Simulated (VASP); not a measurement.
# Hg (Fd-3m) in VASP: a series of runs

The runs below take Hg through single point, with PBEsol.

Everything below comes from runs of VASP 6.6.1. Logs are shortened: lines on timing, memory, paths and dates and some standing lists are left out, and cuts for length are marked.

**1. The cell of the first run**

It takes space group Fd-3m (No. 227, cubic). Conventional cell: a = 6.145 Å, b = 6.145 Å, c = 6.145 Å, α = 90.00°, β = 90.00°, γ = 90.00°. Within 3.5 Å of Hg (site symmetry -43m) lie 4 Hg at 2.66 Å.

**2. Single point, PBEsol (29.00 Å³/atom)**

INCAR reads:

```
SYSTEM = Hg
ALGO = Normal
EDIFF = 1E-6
ENCUT = 520
GGA = PS
ISIF = 2
ISMEAR = -1
LASPH = .TRUE.
LCHARG = .TRUE.
LELF = .TRUE.
LREAL = .FALSE.
LVHAR = .TRUE.
LWAVE = .FALSE.
NBANDS = 19
NELM = 80
PREC = Accurate
SIGMA = 0.05
```

KPOINTS reads:

```
k-points
0
G
  12 12 12
  0 0 0
```

POSCAR reads:

```
Hg
1.0
    0.0000000000      3.0723581627      3.0723581627
    3.0723581627      0.0000000000      3.0723581627
    3.0723581627      3.0723581627      0.0000000000
Hg
2
Direct
   -0.1250000000     -0.1250000000     -0.1250000000
    0.1250000000      0.1250000000      0.1250000000
```

Potentials or basis: VASP PAW PBE potentials, release 64 (Hg).

Command:

```bash
$ cat potpaw_PBE.64/Hg/POTCAR > POTCAR
$ mpirun -np 1 vasp_std > vasp.out
```

OUTCAR:

```text
SYSTEM = Hg
   EDIFF = 1E-6
   ENCUT = 520
   GGA = PS
   ISIF = 2
   ISMEAR = -1
   LASPH = .TRUE.
   LREAL = .FALSE.
   NELM = 80
   PREC = Accurate

 ion  position               nearest neighbor table
   1  0.875  0.875  0.875-   2 2.66   2 2.66   2 2.66   2 2.66
   2  0.125  0.125  0.125-   1 2.66   1 2.66   1 2.66   1 2.66

  LATTYP: Found a face centered cubic cell.
 ALAT       =     6.1447163254

  Lattice vectors:

 A1 = (   0.0000000000,   3.0723581627,   3.0723581627)
 A2 = (   3.0723581627,   0.0000000000,   3.0723581627)
 A3 = (   3.0723581627,   3.0723581627,   0.0000000000)

Analysis of symmetry for initial positions (statically):
=====================================================================
 Subroutine PRICEL returns:
 Original cell was already a primitive cell.

 Routine SETGRP: Setting up the symmetry group for a
 face centered cubic supercell.

 Subroutine GETGRP returns: Found 48 space group operations
 (whereof 12 operations were pure point group operations)
 out of a pool of 48 trial point group operations.

The static configuration has the point symmetry D_3d.
 The point group associated with its full space group is O_h .

Analysis of symmetry for dynamics (positions and initial velocities):
=====================================================================
 Subroutine PRICEL returns:
 Original cell was already a primitive cell.

 Routine SETGRP: Setting up the symmetry group for a
 face centered cubic supercell.

 Subroutine GETGRP returns: Found 48 space group operations
 (whereof 12 operations were pure point group operations)
 out of a pool of 48 trial point group operations.

The dynamic configuration has the point symmetry D_3d.
 The point group associated with its full space group is O_h .

 Subroutine INISYM returns: Found 48 space group operations
 (whereof 12 operations are pure point group operations),
 and found     1 'primitive' translations

----------------------------------------------------------------------------------------

                                     Primitive cell

  volume of cell :      58.0023

  direct lattice vectors                    reciprocal lattice vectors
     0.000000000  3.072358163  3.072358163    -0.162741443  0.162741443  0.162741443
     3.072358163  0.000000000  3.072358163     0.162741443 -0.162741443  0.162741443
     3.072358163  3.072358163  0.000000000     0.162741443  0.162741443 -0.162741443

  length of vectors
     4.344970582  4.344970582  4.344970582     0.281876447  0.281876447  0.281876447

  position of ions in fractional coordinates (direct lattice)
     0.875000000  0.875000000  0.875000000
     0.125000000  0.125000000  0.125000000

  ion indices of the primitive-cell ions
   primitive index   ion index
                 1           1
                 2           2

----------------------------------------------------------------------------------------

 KPOINTS: k-points

Automatic generation of k-mesh.
 Grid dimensions read from file:
 generate k-points for:   12   12   12

 Generating k-lattice:

  Cartesian coordinates                     Fractional coordinates (reciprocal lattice)
    -0.013561787  0.013561787  0.013561787     0.083333333  0.000000000  0.000000000
     0.013561787 -0.013561787  0.013561787     0.000000000  0.083333333  0.000000000
     0.013561787  0.013561787 -0.013561787     0.000000000  0.000000000  0.083333333

  Length of vectors
     0.023489704  0.023489704  0.023489704

  Shift w.r.t. Gamma in fractional coordinates (k-lattice)
     0.000000000  0.000000000  0.000000000

 Subroutine IBZKPT returns following result:
 ===========================================

 Found     72 irreducible k-points:

 Following reciprocal coordinates:
            Coordinates               Weight
  0.000000  0.000000  0.000000      1.000000
  0.083333  0.000000  0.000000      8.000000
  0.166667  0.000000  0.000000      8.000000
  0.250000  0.000000  0.000000      8.000000
  0.333333  0.000000  0.000000      8.000000
  0.416667  0.000000  0.000000      8.000000
[... 16 lines left out ...]
  0.500000  0.166667  0.000000     24.000000
 -0.416667  0.166667  0.000000     24.000000
 [... further k-points ...]
   k-points           NKPTS =     72   k-points in BZ     NKDIM =     72   number of bands    NBANDS=     19
   number of dos      NEDOS =    301   number of ions     NIONS =      2
   total plane-waves  NPLWV =  32768
   dimension x,y,z NGX =    32 NGY =   32 NGZ =   32
   dimension x,y,z NGXF=    64 NGYF=   64 NGZF=   64
   ions per type =               2
   NGX,Y,Z   is equivalent  to a cutoff of  12.24, 12.24, 12.24 a.u.
   NGXF,Y,Z  is equivalent  to a cutoff of  24.49, 24.49, 24.49 a.u.
 SYSTEM =  Hg
   PREC   = accura    normal or accurate (medium, high low for compatibility)
   ISTART =      0    job   : 0-new  1-cont  2-samecut
   ICHARG =      2    charge: 1-file 2-atom 10-const
   ISPIN  =      1    spin polarized calculation?
   LNONCOLLINEAR =      F non collinear calculations
   LSORBIT =      F    spin-orbit coupling
   LASPH  =      T    aspherical Exc in radial PAW
   ENCUT  =  520.0 eV  38.22 Ry    6.18 a.u.   8.08  8.08  8.08*2*pi/ulx,y,z
   NELM   =     80;   NELMIN=  2; NELMDL= -5     # of ELM steps
   EDIFF  = 0.1E-05   stopping-criterion for ELM
   LREAL  =      F    real-space projection
   EDIFFG = 0.1E-04   stopping-criterion for IOM
   NSW    =      0    number of steps for IOM
   IBRION =     -1    ionic relax: 0-MD 1-quasi-New 2-CG
   NFREE  =      0    steps in history (QN), initial steepest desc. (CG)
   ISIF   =      2    stress and relaxation
   ISYM   =      2    0-nonsym 1-usesym 2-fastsym
   POTIM  = 0.5000    time-step for ionic-motion
   TEBEG  =    0.0;   TEEND  =   0.0 temperature during run
   PSTRESS=    0.0 pullay stress
   NELECT =      24.0000    total number of electrons
   NUPDOWN=      -1.0000    fix difference up-down
   EMIN   =  10.00;   EMAX   =-10.00  energy-range for DOS
   EFERMI =   0.00;   METHOD = LEGACY
   ISMEAR =    -1;   SIGMA  =   0.05  broadening in eV -4-tet -1-fermi 0-gaus
   EFERMI_NEDOS =   21; number of points for ismear=-14 and -15
   IALGO  =     38    algorithm
   IMIX   =      4    mixing-type and parameters
     AMIX     =   0.40;   BMIX     =  1.00
     AMIX_MAG =   1.60;   BMIX_MAG =  1.00
  volume/ion in A,a.u.               =      29.00       195.71
  Fermi-wavevector in a.u.,A,eV,Ry     =   1.219916  2.305308 20.248136  1.488196
  Thomas-Fermi vector in A             =   2.355152
   LORBIT       =      0    0 simple, 1 ext, 2 COOP (PROOUT), +10 PAW based schemes
   GGA     = PS    functional components
   LHFCALC =     F    Hartree Fock is set to
   AEXX    =    0.0000 exact exchange contribution
   IVDW    =     0    specifies the selected vdW correction
   LEPSILON=     F    determine dielectric tensor
   LRPA    =     F    only Hartree local field effects (RPA)
 non-spin polarized calculation
  energy-cutoff  :      520.00
  volume of cell :       58.00
 maximum number of plane-waves:      1588
   NGX = 17   NGY = 17   NGZ = 17

 number of electron      24.0000000 magnetization

 Free energy of the ion-electron system (eV)
  ---------------------------------------------------
  ext. energy  EPLUGINS =         0.00000000
  ---------------------------------------------------
  free energy    TOTEN  =        -0.36190023 eV

  energy without entropy =       -0.35345508  energy(sigma->0) =       -0.35767765

 E-fermi :   1.6264     XC(G=0):  -9.6603

 val. band max:        1.6191359564   @ k =  -0.4167   0.4167   0.0000
 cond. band min:       1.6406220512   @ k =  -0.3333   0.2500   0.0000
 fundamental gap:      0.0214860947
 Fermi energy:         1.6263843097

 k-point     1 :       0.0000    0.0000    0.0000
  band No.  band energies     occupation
      1      -7.2191      2.00000
      2      -6.7452      2.00000
      3      -6.7452      2.00000
      4      -6.7452      2.00000
      5      -6.6688      2.00000
      6      -6.6688      2.00000
[... 11 lines left out ...]
     18       9.0430      0.00000
     19       9.0430      0.00000

 k-point     2 :       0.0833    0.0000    0.0000
  band No.  band energies     occupation
      1      -7.1530      2.00000
      2      -6.8081      2.00000
      3      -6.8081      2.00000
      4      -6.7478      2.00000
      5      -6.5879      2.00000
      6      -6.5879      2.00000
[... 11 lines left out ...]
     18       9.4459      0.00000
     19      10.5647      0.00000

 k-point     3 :       0.1667    0.0000    0.0000
  band No.  band energies     occupation
      1      -6.9797      2.00000
      2      -6.8677      2.00000
      3      -6.8677      2.00000
      4      -6.7522      2.00000
      5      -6.4835      2.00000
      6      -6.4835      2.00000
[... 11 lines left out ...]
     18      10.0156      0.00000
     19      10.8071      0.00000

 k-point     4 :       0.2500    0.0000    0.0000
  band No.  band energies     occupation
      1      -6.8935      2.00000
      2      -6.8935      2.00000
      3      -6.8093      2.00000
      4      -6.7181      2.00000
      5      -6.4106      2.00000
      6      -6.4106      2.00000
[... 11 lines left out ...]
     18      10.2489      0.00000
     19      11.0243      0.00000

 k-point     5 :       0.3333    0.0000    0.0000
  band No.  band energies     occupation
      1      -6.8888      2.00000
      2      -6.8888      2.00000
      3      -6.7898      2.00000
      4      -6.5898      2.00000
      5      -6.3876      2.00000
      6      -6.3876      2.00000
[... 11 lines left out ...]
     18      10.1874      0.00000
     19      12.4347      0.00000
[... 334 lines left out ...]
      2      -6.8222      2.00000
      3      -6.8059      2.00000
      4      -6.5744      2.00000
      5      -6.3685      2.00000
      6      -6.1571      2.00000
[... 11 lines left out ...]
     18      12.0225      0.00000
     19      12.5431      0.00000

 k-point    22 :       0.4167    0.1667    0.0000
  band No.  band energies     occupation
      1      -7.0264      2.00000
      2      -6.8451      2.00000
      3      -6.7945      2.00000
      4      -6.4942      2.00000
      5      -6.3078      2.00000
      6      -6.1574      2.00000
[... 11 lines left out ...]
     18      11.7058      0.00000
     19      12.4949      0.00000

 k-point    23 :       0.5000    0.1667    0.0000
  band No.  band energies     occupation
      1      -7.0268      2.00000
      2      -6.8786      2.00000
      3      -6.7516      2.00000
      4      -6.4626      2.00000
      5      -6.2484      2.00000
      6      -6.2232      2.00000
[... 11 lines left out ...]
     18      11.6149      0.00000
     19      12.6732      0.00000

 k-point    24 :      -0.4167    0.1667    0.0000
  band No.  band energies     occupation
      1      -7.0147      2.00000
      2      -6.9233      2.00000
      3      -6.6982      2.00000
      4      -6.4560      2.00000
      5      -6.3165      2.00000
      6      -6.1848      2.00000
[... 11 lines left out ...]
     18      12.4805      0.00000
     19      13.4172      0.00000

 [... further k-points ...]

------------------------ aborting loop because EDIFF is reached ----------------------------------------

  FORCE on cell =-STRESS in cart. coord.  units (eV):
  Direction    XX          YY          ZZ          XY          YZ          ZX
  --------------------------------------------------------------------------------------
  -------------------------------------------------------------------------------------
  Total        3.3296551      3.3296551      3.3296551      0.0000000      0.0000000     -0.0000000
  in kB       91.9738382     91.9738382     91.9738382      0.0000000      0.0000000     -0.0000000
  external PRESSURE =      91.9738382 kB  Pullay stress =       0.0000000 kB

 VOLUME and BASIS-vectors are now :
 -----------------------------------------------------------------------------
  energy-cutoff  :      520.00
  volume of cell :       58.00
      direct lattice vectors                 reciprocal lattice vectors
     0.000000000  3.072358163  3.072358163    -0.162741443  0.162741443  0.162741443
     3.072358163  0.000000000  3.072358163     0.162741443 -0.162741443  0.162741443
     3.072358163  3.072358163  0.000000000     0.162741443  0.162741443 -0.162741443

 POSITION                                       TOTAL-FORCE (eV/Angst)
 -----------------------------------------------------------------------------------
      5.37663      5.37663      5.37663         0.000000     -0.000000     -0.000000
      0.76809      0.76809      0.76809        -0.000000      0.000000      0.000000
 -----------------------------------------------------------------------------------
    total drift:                                0.000000      0.000000     -0.000000

  FREE ENERGIE OF THE ION-ELECTRON SYSTEM (eV)
  ---------------------------------------------------
  free  energy   TOTEN  =        -0.3619002260 eV

  energy  without entropy=       -0.3534550821  energy(sigma->0) =       -0.35767765
```

Wall time 27 s (1 thread of AMD EPYC 9R45 (Zen 5), shared host); peak memory 0.18 GiB.

What came out:

- Free energy: -0.3619 eV
- Pressure: 9.2 GPa
- Band gap on the k mesh: zero (bands 12 and 13 overlap by 5.62 eV)

Caveat: the cell stands under pressure; the PAW data sets were made with another functional, which shifts forces and pressure a little; spin-orbit coupling is left out, which moves the levels of the heavy elements.

(Continued in part 2 of 2.)

The gap in the log of VASP goes by the Fermi energy; the results here count the filled bands.